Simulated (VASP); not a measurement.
Write the native input for VASP 6.6.1 that does the following.

* Task: single point
* Functional: PBE
* Potentials or basis: VASP PAW PBE potentials, release 64 (Cd, S)
* Cutoff: 500 eV
* k mesh: 6 × 6 × 6
* Occupations: gaussian, width 0.1 eV
* Spin: no spin polarisation
* Dipole correction: no
* Further INCAR settings: ALGO = Normal; EDIFF = 1e-06; NBANDS = 16

The structure of CdS lies in POSCAR:

```
CdS
1.0
    0.0000000000      2.9165000900      2.9165000900
    2.9165000900      0.0000000000      2.9165000900
    2.9165000900      2.9165000900      0.0000000000
Cd S
1 1
Direct
    0.0000000000      0.0000000000      0.0000000000
    0.7500000000      0.7500000000      0.7500000000
```

The input as run:

INCAR

```
SYSTEM = CdS
PREC     = Accurate       ! precision mode
ENCUT    = 500            ! plane-wave cutoff, eV
EDIFF    = 1E-6           ! SCF threshold, eV
ISMEAR   = 0              ! smearing method
SIGMA    = 0.1            ! smearing width, eV
LREAL    = .FALSE.        ! projectors in reciprocal space
LASPH    = .TRUE.         ! aspherical terms in the spheres
NELM     = 120            ! most SCF steps
ALGO     = Normal         ! electronic algorithm
ISIF     = 2              ! what is computed and relaxed
LWAVE    = .FALSE.        ! write WAVECAR
LCHARG   = .FALSE.        ! write CHGCAR
GGA      = PE             ! functional
NBANDS   = 16             ! bands
GGA_COMPAT= .FALSE.
```

KPOINTS

```
regular mesh
0
G
  6 6 6
  0 0 0
```

Potentials or basis: VASP PAW PBE potentials, release 64 (Cd, S).

Launch:

```sh
$ cat potpaw_PBE.64/Cd/POTCAR potpaw_PBE.64/S/POTCAR > POTCAR
$ mpirun -np 1 vasp_std > vasp.out
```

It gave:

```json
{"Pressure": "3.2 GPa", "Band gap on the k mesh": "1.15 eV, direct"}
```

Run time: 30 s on 1 thread of Intel Xeon 8259CL, on a shared host, peak memory 0.16 GiB.
